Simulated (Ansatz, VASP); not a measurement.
# CuO in VASP and in Ansatz

```
CELL_PARAMETERS angstrom
2.04436 -2.04231 0.15961
2.04436 2.04231 0.15961
-0.39732 0.00000 5.07650
ATOMIC_POSITIONS crystal
Cu 0.00000 0.50000 0.00000
Cu 0.50000 0.00000 0.50000
O 0.50004 0.49996 0.25000
O 0.49996 0.50004 0.75000
```

Alike in both runs: functional PBEsol; k mesh 16 × 16 × 8; occupations gaussian, width 0.1 eV; no spin polarisation.

Ansatz relaxed the structure, and its values are those at the end. VASP's run is a single point on that final structure, the one shown.

```csv
,VASP,Ansatz
version,VASP 6.6.1,Ansatz 0.2.0
potentials or method,"VASP PAW PBE potentials, release 64 (Cu, O), cutoff 520 eV","scalar-relativistic, plane waves, PAW"
valence electrons in the cell,34,50
```

|  | VASP | Ansatz | Ansatz less VASP |
| --- | --- | --- | --- |
| gap on the k mesh at the Fermi level (eV) | none | none | - |
| pressure (GPa) | 0.8 | 0.0 | -0.76 |

VASP's potentials were made for PBE, not for PBEsol. A gap of «none» marks a metal or a gap that the smearing closes. With one functional, cell and mesh, what is left measures potentials, basis and numerics. VASP's potentials hold 34 valence electrons a cell and Ansatz's 50, so a difference there can come from the potentials and not from the codes.
